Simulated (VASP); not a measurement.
Set up this calculation in VASP 6.6.1, as the native input.

```yaml
Task: single point
Functional: PBE
Potentials_or_basis: VASP PAW PBE potentials, release 64 (Be, C)
Cutoff: 520 eV
k_mesh: 6 × 6 × 6
Occupations: gaussian, width 0.1 eV
Spin: collinear spin
Starting_moments: "[0.0, 0.0, 1.0, 1.0, 1.0] μB"
Dipole_correction: no
Further_INCAR_settings: ALGO = Normal; EDIFF = 1e-06; NBANDS = 20
```

The structure of Be2C3 lies in POSCAR:

```
Be2C3
1.0
   -1.6700601800      2.8924456800      3.1828070700
    1.6700601800     -2.8924456800      3.1828070700
    1.6700601800      2.8924456800     -3.1828070700
Be C
2 3
Direct
    0.1449310000      0.5000000000      0.6449310000
    0.8550690000      0.5000000000      0.3550690000
    0.0000000000      0.7539309000      0.7539309000
    0.0000000000      0.2460691000      0.2460691000
    0.5000000000      0.5000000000      0.0000000000
```

The cell was generated, and may not be a known phase.

These files were run (other wordings do the same):

INCAR

```
SYSTEM = Be2C3
  PREC = Accurate
  ENCUT = 520
  EDIFF = 1E-6
  ISMEAR = 0
  SIGMA = 0.1
  LREAL = .FALSE.
  LASPH = .TRUE.
  NELM = 150
  ALGO = Normal
  ISIF = 2
  LWAVE = .FALSE.
  LCHARG = .FALSE.
  ISPIN = 2
  MAGMOM = 0 0 1 1 1
  LORBIT = 11
  GGA = PE
  NBANDS = 20
```

KPOINTS

```
regular mesh
0
G
  6 6 6
  0 0 0
```

Potentials or basis: VASP PAW PBE potentials, release 64 (Be, C).

The run is started by

```bash
$ cat potpaw_PBE.64/Be/POTCAR potpaw_PBE.64/C/POTCAR > POTCAR
$ mpirun -np 1 vasp_std > vasp.out
```

Results of the run:

```
Pressure                                              : 84.6 GPa
Largest force                                         : 37.270 eV/Å
Band gap on the k mesh                                : zero (filled and empty bands overlap)
Net moment                                            : 0.00 μB per cell
Valence electrons inside the program's atomic spheres : Be 3.04; C 2.84, 2.04 (each value once)
```

Caveat: atoms lie so close that the PAW spheres overlap strongly, which falsifies energies and pressures; the stress differs along the axes, from -5 to 143 GPa; forces of over 1 eV/Å act on the atoms, so gaps and moduli don't describe the material at rest.

It took 2.3 min on 1 thread of AMD EPYC 9R45 96-Core Processor (Zen 5), with other jobs on the host, peak memory 0.25 GiB.
